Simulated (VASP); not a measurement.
# ZrPdSe3 (P4mm) in VASP: single point with PBE

Aim: the single point of ZrPdSe3 with PBE.

Program: VASP 6.6.1. These are calculated values, not measurements. Logs are shortened: lines on timing, memory, paths and dates and some standing lists are left out, and cuts for length are marked.

## 1. The cell of the first run

The structure is tetragonal, space group P4mm (No. 99). The conventional cell has a = 4.085 Å, b = 4.085 Å, c = 7.001 Å, α = 90.00°, β = 90.00°, γ = 90.00°. Zr (site symmetry 4mm) has 8 Se at 2.77 to 3.07 Å within 3.7 Å. Within 3.3 Å of Pd (site symmetry 4mm) lie 5 Se at 2.51 to 2.58 Å. Se (site symmetry 2mm) has 2 Pd at 2.58 Å and 2 Zr at 2.77 Å and 4 Se at 2.89 Å within 3.4 Å. Se (site symmetry 4mm) has 1 Pd at 2.51 Å and 4 Zr at 3.07 Å within 3.3 Å.

## 2. Single point, PBE

POSCAR reads:

```
ZrPdSe3
1.0
    4.0848593777      0.0000000000      0.0000000000
    0.0000000000      4.0848593777      0.0000000000
    0.0000000000      0.0000000000      7.0006883413
Zr Pd Se
1 1 3
Direct
    0.0000000000      0.0000000000      0.1789174888
    0.5000000000      0.5000000000      0.6708891446
    0.0000000000      0.5000000000      0.4467874622
    0.5000000000      0.0000000000      0.4467874622
    0.5000000000      0.5000000000      0.0292184621
```

INCAR.step1 reads:

```
SYSTEM = ZrPdSe3
PREC     = Accurate       ! precision mode
ENCUT    = 520            ! plane-wave cutoff, eV
EDIFF    = 1E-7           ! SCF threshold, eV
ISMEAR   = 0              ! smearing method
SIGMA    = 0.1            ! smearing width, eV
LREAL    = .FALSE.        ! projectors in reciprocal space
LASPH    = .TRUE.         ! aspherical terms in the spheres
NELM     = 100            ! most SCF steps
ALGO     = Normal         ! electronic algorithm
ISIF     = 2              ! what is computed and relaxed
LWAVE    = .FALSE.        ! write WAVECAR
LCHARG   = .TRUE.         ! write CHGCAR
LMAXMIX  = 4              ! l up to which the mixer works
GGA      = PE             ! functional
NBANDS   = 28             ! bands
```

KPOINTS.step1 reads:

```
regular mesh
0
G
  10 10 6
  0 0 0
```

INCAR.step2 reads:

```
SYSTEM = ZrPdSe3
PREC     = Accurate       ! precision mode
ENCUT    = 520            ! plane-wave cutoff, eV
EDIFF    = 1E-7           ! SCF threshold, eV
ISMEAR   = -5             ! smearing method
SIGMA    = 0.1            ! smearing width, eV
LREAL    = .FALSE.        ! projectors in reciprocal space
LASPH    = .TRUE.         ! aspherical terms in the spheres
NELM     = 100            ! most SCF steps
ALGO     = Normal         ! electronic algorithm
ISIF     = 2              ! what is computed and relaxed
LWAVE    = .FALSE.        ! write WAVECAR
LCHARG   = .FALSE.        ! write CHGCAR
LMAXMIX  = 4              ! l up to which the mixer works
GGA      = PE             ! functional
LORBIT   = 10             ! projections on sites
NEDOS    = 2001           ! points of the DOS
ICHARG   = 11             ! starting density
```

KPOINTS.step2 reads:

```
regular mesh
0
G
  15 15 9
  0 0 0
```

Potentials or basis: VASP PAW PBE potentials, release 64 (Zr_sv, Pd, Se).

Started as:

```console
cat potpaw_PBE.64/Zr_sv/POTCAR potpaw_PBE.64/Pd/POTCAR potpaw_PBE.64/Se/POTCAR > POTCAR
cp INCAR.step1 INCAR
cp KPOINTS.step1 KPOINTS
mpirun -np 1 vasp_std > vasp.out
cp INCAR.step2 INCAR
cp KPOINTS.step2 KPOINTS
mpirun -np 1 vasp_std > vasp.out
```

OUTCAR:

```text
SYSTEM = ZrPdSe3
   PREC = Accurate
   ENCUT = 520
   EDIFF = 1E-7
   ISMEAR = -5
   LREAL = .FALSE.
   LASPH = .TRUE.
   NELM = 100
   ISIF = 2
   GGA = PE
   LORBIT = 10
   ICHARG = 11

 ion  position               nearest neighbor table
   1  0.000  0.000  0.179-   3 2.77   4 2.77   3 2.77   4 2.77   5 3.07   5 3.07   5 3.07   5 3.07

   2  0.500  0.500  0.671-   5 2.51   4 2.58   3 2.58   4 2.58   3 2.58
   3  0.000  0.500  0.447-   2 2.58   2 2.58   1 2.77   1 2.77
   4  0.500  0.000  0.447-   2 2.58   2 2.58   1 2.77   1 2.77
   5  0.500  0.500  0.029-   2 2.51   1 3.07   1 3.07   1 3.07   1 3.07

  LATTYP: Found a simple tetragonal cell.
 ALAT       =     4.0848593777
 C/A-ratio  =     1.7138137923

  Lattice vectors:

 A1 = (   4.0848593777,   0.0000000000,   0.0000000000)
 A2 = (   0.0000000000,   4.0848593777,   0.0000000000)
 A3 = (   0.0000000000,   0.0000000000,   7.0006883413)

Analysis of symmetry for initial positions (statically):
=====================================================================
 Subroutine PRICEL returns:
 Original cell was already a primitive cell.

 Routine SETGRP: Setting up the symmetry group for a
 simple tetragonal supercell.

 Subroutine GETGRP returns: Found  8 space group operations
 (whereof  8 operations were pure point group operations)
 out of a pool of 16 trial point group operations.

The static configuration has the point symmetry C_4v.

Analysis of symmetry for dynamics (positions and initial velocities):
=====================================================================
 Subroutine PRICEL returns:
 Original cell was already a primitive cell.

 Routine SETGRP: Setting up the symmetry group for a
 simple tetragonal supercell.

 Subroutine GETGRP returns: Found  8 space group operations
 (whereof  8 operations were pure point group operations)
 out of a pool of 16 trial point group operations.

The dynamic configuration has the point symmetry C_4v.

 Subroutine INISYM returns: Found  8 space group operations
 (whereof  8 operations are pure point group operations),
 and found     1 'primitive' translations

----------------------------------------------------------------------------------------

                                     Primitive cell

  volume of cell :     116.8140

  direct lattice vectors                    reciprocal lattice vectors
     4.084859378  0.000000000  0.000000000     0.244806469  0.000000000  0.000000000
     0.000000000  4.084859378  0.000000000     0.000000000  0.244806469  0.000000000
     0.000000000  0.000000000  7.000688341     0.000000000  0.000000000  0.142843096

  length of vectors
     4.084859378  4.084859378  7.000688341     0.244806469  0.244806469  0.142843096

  position of ions in fractional coordinates (direct lattice)
     0.000000000  0.000000000  0.178917489
     0.500000000  0.500000000  0.670889145
     0.000000000  0.500000000  0.446787462
     0.500000000  0.000000000  0.446787462
     0.500000000  0.500000000  0.029218462

  ion indices of the primitive-cell ions
   primitive index   ion index
                 1           1
                 2           2
                 3           3
                 4           4
                 5           5

----------------------------------------------------------------------------------------

 KPOINTS: regular mesh

Automatic generation of k-mesh.
 Grid dimensions read from file:
 generate k-points for:   15   15    9

 Generating k-lattice:

  Cartesian coordinates                     Fractional coordinates (reciprocal lattice)
     0.016320431  0.000000000  0.000000000     0.066666667  0.000000000  0.000000000
     0.000000000  0.016320431  0.000000000     0.000000000  0.066666667  0.000000000
     0.000000000  0.000000000  0.015871455     0.000000000  0.000000000  0.111111111

  Length of vectors
     0.016320431  0.016320431  0.015871455

  Shift w.r.t. Gamma in fractional coordinates (k-lattice)
     0.000000000  0.000000000  0.000000000

 TETIRR: Found   3013 inequivalent tetrahedra from    12150

 Subroutine IBZKPT returns following result:
 ===========================================

 Found    180 irreducible k-points:

 Following reciprocal coordinates:
            Coordinates               Weight
  0.000000  0.000000  0.000000      1.000000
  0.066667  0.000000  0.000000      4.000000
  0.133333  0.000000  0.000000      4.000000
  0.200000  0.000000  0.000000      4.000000
  0.266667  0.000000  0.000000      4.000000
  0.333333  0.000000  0.000000      4.000000
[... 16 lines left out ...]
  0.266667  0.200000  0.000000      8.000000
  0.333333  0.200000  0.000000      8.000000
 [... further k-points ...]
   k-points           NKPTS =    180   k-points in BZ     NKDIM =    180   number of bands    NBANDS=     24
   number of dos      NEDOS =   2001   number of ions     NIONS =      5
   total plane-waves  NPLWV =  48600
   dimension x,y,z NGX =    30 NGY =   30 NGZ =   54
   dimension x,y,z NGXF=    60 NGYF=   60 NGZF=  108
   ions per type =               1   1   3
   NGX,Y,Z   is equivalent  to a cutoff of  12.21, 12.21, 12.82 a.u.
   NGXF,Y,Z  is equivalent  to a cutoff of  24.42, 24.42, 25.65 a.u.
 SYSTEM =  ZrPdSe3
   PREC   = accura    normal or accurate (medium, high low for compatibility)
   ISTART =      0    job   : 0-new  1-cont  2-samecut
   ICHARG =     11    charge: 1-file 2-atom 10-const
   ISPIN  =      1    spin polarized calculation?
   LNONCOLLINEAR =      F non collinear calculations
   LSORBIT =      F    spin-orbit coupling
   LASPH  =      T    aspherical Exc in radial PAW
   ENCUT  =  520.0 eV  38.22 Ry    6.18 a.u.   7.60  7.60 13.02*2*pi/ulx,y,z
   NELM   =    100;   NELMIN=  2; NELMDL=  0     # of ELM steps
   EDIFF  = 0.1E-06   stopping-criterion for ELM
   LREAL  =      F    real-space projection
   EDIFFG = 0.1E-05   stopping-criterion for IOM
   NSW    =      0    number of steps for IOM
   IBRION =     -1    ionic relax: 0-MD 1-quasi-New 2-CG
   NFREE  =      0    steps in history (QN), initial steepest desc. (CG)
   ISIF   =      2    stress and relaxation
   ISYM   =      2    0-nonsym 1-usesym 2-fastsym
   POTIM  = 0.5000    time-step for ionic-motion
   TEBEG  =    0.0;   TEEND  =   0.0 temperature during run
   PSTRESS=    0.0 pullay stress
   NELECT =      40.0000    total number of electrons
   NUPDOWN=      -1.0000    fix difference up-down
   EMIN   =  10.00;   EMAX   =-10.00  energy-range for DOS
   EFERMI =   0.00;   METHOD = LEGACY
   ISMEAR =    -5;   SIGMA  =   0.10  broadening in eV -4-tet -1-fermi 0-gaus
   EFERMI_NEDOS =   21; number of points for ismear=-14 and -15
   IALGO  =     38    algorithm
   IMIX   =      4    mixing-type and parameters
     AMIX     =   0.40;   BMIX     =  1.00
     AMIX_MAG =   1.60;   BMIX_MAG =  1.00
  volume/ion in A,a.u.               =      23.36       157.66
  Fermi-wavevector in a.u.,A,eV,Ry     =   1.145328  2.164356 17.847796  1.311776
  Thomas-Fermi vector in A             =   2.282017
   LORBIT       =     10    0 simple, 1 ext, 2 COOP (PROOUT), +10 PAW based schemes
   GGA     = PE    functional components
   LHFCALC =     F    Hartree Fock is set to
   AEXX    =    0.0000 exact exchange contribution
   IVDW    =     0    specifies the selected vdW correction
   LEPSILON=     F    determine dielectric tensor
   LRPA    =     F    only Hartree local field effects (RPA)
 non-spin polarized calculation
 Fermi weights with tetrahedron method with Bloechl corrections
  energy-cutoff  :      520.00
  volume of cell :      116.81
 maximum number of plane-waves:      3169

 number of electron      40.0000006 magnetization

 Free energy of the ion-electron system (eV)
  ---------------------------------------------------
  ext. energy  EPLUGINS =         0.00000000
  ---------------------------------------------------
  free energy    TOTEN  =       -26.84942196 eV

  energy without entropy =      -26.84942196  energy(sigma->0) =      -26.84942196

 E-fermi :   5.8146     XC(G=0):  -9.8866

 val. band max:        5.8618507080   @ k =   0.2000   0.0000   0.3333
 cond. band min:       5.8129571826   @ k =   0.2000   0.0000   0.4444
 fundamental gap:     -0.0488935254
 Fermi energy:         5.8145566813

 k-point     1 :       0.0000    0.0000    0.0000
  band No.  band energies     occupation
      1     -44.5560      2.00000
      2     -22.6399      2.00000
      3     -22.4931      2.00000
      4     -22.4931      2.00000
      5      -9.8778      2.00000
      6      -7.4332      2.00000
[... 16 lines left out ...]
     23       7.0809      0.00000
     24       7.6714      0.00000

 k-point     2 :       0.0667    0.0000    0.0000
  band No.  band energies     occupation
      1     -44.5559      2.00000
      2     -22.6395      2.00000
      3     -22.4956      2.00000
      4     -22.4929      2.00000
      5      -9.8481      2.00000
      6      -7.4236      2.00000
[... 16 lines left out ...]
     23       7.0024      0.00000
     24       7.8443      0.00000

 k-point     3 :       0.1333    0.0000    0.0000
  band No.  band energies     occupation
      1     -44.5556      2.00000
      2     -22.6383      2.00000
      3     -22.5026      2.00000
      4     -22.4923      2.00000
      5      -9.7594      2.00000
      6      -7.3962      2.00000
[... 16 lines left out ...]
     23       6.8002      0.00000
     24       7.6469      0.00000

 k-point     4 :       0.2000    0.0000    0.0000
  band No.  band energies     occupation
      1     -44.5553      2.00000
      2     -22.6365      2.00000
      3     -22.5128      2.00000
      4     -22.4914      2.00000
      5      -9.6133      2.00000
      6      -7.3560      2.00000
[... 16 lines left out ...]
     23       6.6606      0.00000
     24       7.4845      0.00000

 k-point     5 :       0.2667    0.0000    0.0000
  band No.  band energies     occupation
      1     -44.5549      2.00000
      2     -22.6344      2.00000
      3     -22.5246      2.00000
      4     -22.4904      2.00000
      5      -9.4127      2.00000
      6      -7.3139      2.00000
[... 451 lines left out ...]
 k-point    22 :       0.2000    0.2000    0.0000
  band No.  band energies     occupation
      1     -44.5546      2.00000
      2     -22.6331      2.00000
      3     -22.5115      2.00000
      4     -22.5100      2.00000
      5      -9.3667      2.00000
      6      -7.2972      2.00000
[... 16 lines left out ...]
     23       7.1951      0.00000
     24       7.4418      0.00000

 k-point    23 :       0.2667    0.2000    0.0000
  band No.  band energies     occupation
      1     -44.5542      2.00000
      2     -22.6311      2.00000
      3     -22.5224      2.00000
      4     -22.5095      2.00000
      5      -9.1813      2.00000
      6      -7.2671      2.00000
[... 16 lines left out ...]
     23       7.1721      0.00000
     24       7.3625      0.00000

 k-point    24 :       0.3333    0.2000    0.0000
  band No.  band energies     occupation
      1     -44.5538      2.00000
      2     -22.6291      2.00000
      3     -22.5334      2.00000
      4     -22.5083      2.00000
      5      -8.9514      2.00000
      6      -7.4503      2.00000
[... 16 lines left out ...]
     23       7.1002      0.00000
     24       7.3719      0.00000

 [... further k-points ...]

------------------------ aborting loop because EDIFF is reached ----------------------------------------

  FORCE on cell =-STRESS in cart. coord.  units (eV):
  Direction    XX          YY          ZZ          XY          YZ          ZX
  --------------------------------------------------------------------------------------
  -------------------------------------------------------------------------------------
  Total        0.0376204      0.0376204     -0.0159486      0.0000000      0.0000000      0.0000000
  in kB        0.5159879      0.5159879     -0.2187450      0.0000000      0.0000000      0.0000000
  external PRESSURE =       0.2710769 kB  Pullay stress =       0.0000000 kB

 VOLUME and BASIS-vectors are now :
 -----------------------------------------------------------------------------
  energy-cutoff  :      520.00
  volume of cell :      116.81
      direct lattice vectors                 reciprocal lattice vectors
     4.084859378  0.000000000  0.000000000     0.244806469  0.000000000  0.000000000
     0.000000000  4.084859378  0.000000000     0.000000000  0.244806469  0.000000000
     0.000000000  0.000000000  7.000688341     0.000000000  0.000000000  0.142843096

 POSITION                                       TOTAL-FORCE (eV/Angst)
 -----------------------------------------------------------------------------------
      0.00000      0.00000      1.25255         0.000000      0.000000      0.021281
      2.04243      2.04243      4.69669         0.000000     -0.000000     -0.018818
      0.00000      2.04243      3.12782         0.000000      0.000000     -0.006984
      2.04243      0.00000      3.12782        -0.000000      0.000000     -0.006984
      2.04243      2.04243      0.20455         0.000000     -0.000000      0.011504
 -----------------------------------------------------------------------------------
    total drift:                               -0.000000      0.000000     -0.000578

  FREE ENERGIE OF THE ION-ELECTRON SYSTEM (eV)
  ---------------------------------------------------
  free  energy   TOTEN  =       -26.8494219600 eV

  energy  without entropy=      -26.8494219600  energy(sigma->0) =      -26.84942196

 total charge

# of ion       s       p       d       tot
------------------------------------------
    1        2.134   5.953   1.526   9.613
    2        0.390   0.398   8.670   9.458
    3        1.507   2.230   0.077   3.815
    4        1.507   2.230   0.077   3.815
    5        1.440   2.331   0.032   3.803
--------------------------------------------------
tot          6.979  13.141  10.383  30.504
```

Run time: 8 min. Hardware: 1 thread of Intel Xeon Platinum 8488C (Sapphire Rapids), shared host; peak memory 0.62 GiB.

Results:

```
Valence electrons inside the program's atomic spheres : Zr 9.61; Pd 9.46; Se 3.81, 3.80 (each value once)
```

Caveat: tetrahedron occupations give inexact forces and stress in metals.
